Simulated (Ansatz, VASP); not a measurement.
# Two plane-wave programs on Si5GeC6

The input INCAR:

```
SYSTEM = Si5GeC6
ALGO = Normal ; EDIFF = 1E-6
ENCUT = 520 ; GGA = PE
ISIF = 2 ; ISMEAR = 0
LASPH = .True. ; LCHARG = .True.
LELF = .True. ; LREAL = .False.
LVHAR = .True. ; LWAVE = .False.
NBANDS = 41 ; NELM = 60
PREC = Accurate ; SIGMA = 0.1
```

File KPOINTS:

```
k-points
0
Gamma
  6 6 1
  0 0 0
```

POSCAR

```
Si5GeC6
1.0
    3.1178012000      0.0000000000      0.0000000000
   -1.5589006000      2.7000951000      0.0000000000
    0.0000000000      0.0000000000     15.3652333000
Si Ge C
5 1 6
Direct
    0.6666667000      0.3333333000      0.0052850000
    0.6666667000      0.3333333000      0.3350770000
    0.6666667000      0.3333333000      0.6645860000
    0.0000000000      0.0000000000      0.1702110000
    0.0000000000      0.0000000000      0.4999550000
    0.0000000000      0.0000000000      0.8344940000
    0.6666667000      0.3333333000      0.1295180000
    0.6666667000      0.3333333000      0.4592350000
    0.6666667000      0.3333333000      0.7878940000
    0.0000000000      0.0000000000      0.2943730000
    0.0000000000      0.0000000000      0.6240920000
    0.0000000000      0.0000000000      0.9652800000
```

Input for Ansatz:

```yaml
crystal:
  lattice:
    - [3.1178012, 0.0, 0.0]
    - [-1.5589006, 2.7000951, 0.0]
    - [0.0, 0.0, 15.3652333]
  atoms:
    - { symbol: Si, position: [0.6666667, 0.3333333, 0.005285] }
    - { symbol: Si, position: [0.6666667, 0.3333333, 0.335077] }
    - { symbol: Si, position: [0.6666667, 0.3333333, 0.664586] }
    - { symbol: Si, position: [0.0, 0.0, 0.170211] }
    - { symbol: Si, position: [0.0, 0.0, 0.499955] }
    - { symbol: Ge, position: [0.0, 0.0, 0.834494] }
    - { symbol: C, position: [0.6666667, 0.3333333, 0.129518] }
    - { symbol: C, position: [0.6666667, 0.3333333, 0.459235] }
    - { symbol: C, position: [0.6666667, 0.3333333, 0.787894] }
    - { symbol: C, position: [0.0, 0.0, 0.294373] }
    - { symbol: C, position: [0.0, 0.0, 0.624092] }
    - { symbol: C, position: [0.0, 0.0, 0.96528] }
basis:
  ecutwfc: 420
kpoints:
  mp_grid: { grid: [6, 6, 1] }
hamiltonian:
  xc: pbe
scf:
  occupations: { method: gaussian, width: 0.1 }
  lower_state_search: "off"
output:
  forces: true
  stress: true
  eigenvalues: true
```

Alike in both runs: task single point; functional PBE; k mesh 6 × 6 × 1; occupations gaussian, width 0.1 eV; no spin polarisation.

|  | VASP | Ansatz |
| --- | --- | --- |
| version | VASP 6.6.1 | Ansatz 0.2.0 |
| potentials or method | VASP PAW PBE potentials, release 64 (Si, Ge_d, C), cutoff 520 eV | scalar-relativistic, plane waves, PAW |
| valence electrons in the cell | 58 | 58 |

|  | VASP | Ansatz | Ansatz less VASP |
| --- | --- | --- | --- |
| gap on the k mesh at the Fermi level (eV) | 2.15 | 2.16 | +0.005 |
| least direct gap on the mesh (eV) | 3.80 | 3.80 | +0.003 |
| pressure (GPa) | -0.1 | 0.0 | +0.08 |
| rms of the force components (eV/Å) | 0.007 | 0.003 | -0.0040 |

Atom by atom the forces differ by 0.005 eV/Å (rms over components). The functional is the same, so the differences come from potentials, cutoffs and numerics.
